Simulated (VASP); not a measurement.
Crystal: Ta2N.

```xyz
3
Lattice="3.0920 0.0000 0.0000 -1.5460 2.6777 0.0000 0.0000 0.0000 4.8372" Properties=species:S:1:pos:R:3 pbc="T T T"
Ta    0.0000    1.7851    1.2321
Ta    1.5460    0.8926    3.6051
N     0.0000    0.0000    0.0000
```

Base run:

| Item | Value |
| --- | --- |
| Program | VASP 6.6.1 |
| Functional | LDA |
| Potentials or basis | VASP PAW LDA potentials, release 64 (Ta_pv, N) |
| Cutoff | 520 eV |
| k mesh | 10 × 10 × 6 |
| Occupations | fermi-dirac, width 0.05 eV |
| Spin | no spin polarisation |

Its results: pressure -7.8 GPa; largest force 0.290 eV/Å.

Question: The run is repeated on the same cell with these changes: potentials or basis from VASP PAW LDA potentials, release 64 (Ta_pv, N) to VASP PAW LDA potentials, release 64 (Ta_sv_GW, N); cutoff from 520 eV to 600 eV; further incar settings from ALGO = Normal; EDIFF = 1e-07; NBANDS = 20 to ALGO = Normal; EDIFF = 1e-06; NBANDS = 22; valence electrons from 27 to 31. What comes out?

Answer: Pressure -8.3 GPa; largest force 0.300 eV/Å.
